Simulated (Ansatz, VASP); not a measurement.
SnO: VASP beside Ansatz

File INCAR:

```
SYSTEM = SnO
  PREC = Accurate
  ENCUT = 520
  EDIFF = 1E-6
  ISMEAR = 0
  SIGMA = 0.15
  LREAL = .False.
  LASPH = .True.
  NELM = 60
  ALGO = Normal
  ISIF = 2
  LWAVE = .False.
  LCHARG = .False.
  GGA = PE
  IVDW = 12
  NBANDS = 28
```

Contents of KPOINTS:

```
regular mesh
0
Gamma
  14 14 12
  0 0 0
```

File POSCAR:

```
SnO
1.0
    4.0506967007      0.0000000000      0.0000000000
    0.0000000000      4.0506967007      0.0000000000
    0.0000000000      0.0000000000      4.2731395126
Sn O
2 2
Direct
    0.0000000000      0.5000000000      0.2432422108
    0.5000000000      0.0000000000      0.7567577892
    0.0000000000      0.0000000000      0.0000000000
    0.5000000000      0.5000000000      0.0000000000
```

Input for Ansatz:

```yaml
crystal:
  lattice:
    - [4.0506966701, 0.0, 0.0]
    - [0.0, 4.0506966701, 0.0]
    - [0.0, 0.0, 4.2731405186]
  atoms:
    - { symbol: Sn, position: [0.0, 0.5, 0.2432421493] }
    - { symbol: Sn, position: [0.5, 0.0, 0.7567578507] }
    - { symbol: O, position: [0.0, 0.0, 0.0] }
    - { symbol: O, position: [0.5, 0.5, 0.0] }
basis:
  ecutwfc: 420
kpoints:
  mp_grid: { grid: [14, 14, 12] }
hamiltonian:
  xc: pbe
  dispersion: d3bj
scf:
  occupations: { method: gaussian, width: 0.15 }
output:
  forces: true
  stress: true
  eigenvalues: true
  write_density: true
  write_potential: true
  elf: true
  volumetric_format: npy
```

Alike in both runs: task single point; functional PBE; dispersion D3(BJ); k mesh 14 × 14 × 12; occupations gaussian, width 0.15 eV; no spin polarisation.

```csv
,VASP,Ansatz
version,VASP 6.6.1,Ansatz 0.2.0
potentials or method,"VASP PAW PBE potentials, release 64 (Sn_d, O), cutoff 520 eV","scalar-relativistic, plane waves, PAW"
valence electrons in the cell,40,40
```

|  | VASP | Ansatz | Ansatz less VASP |
| --- | --- | --- | --- |
| gap on the k mesh at the Fermi level (eV) | 0.72 | 0.72 | +0.005 |
| least direct gap on the mesh (eV) | 1.50 | 1.52 | +0.014 |
| pressure (GPa) | -2.1 | -2.3 | -0.20 |
| traceless stress, the component that is largest in VASP (GPa) | 5.87 | 5.94 | +0.066 |
| rms of the force components (eV/Å) | 0.164 | 0.138 | -0.0266 |

Atom by atom the forces differ by 0.027 eV/Å (rms over components).
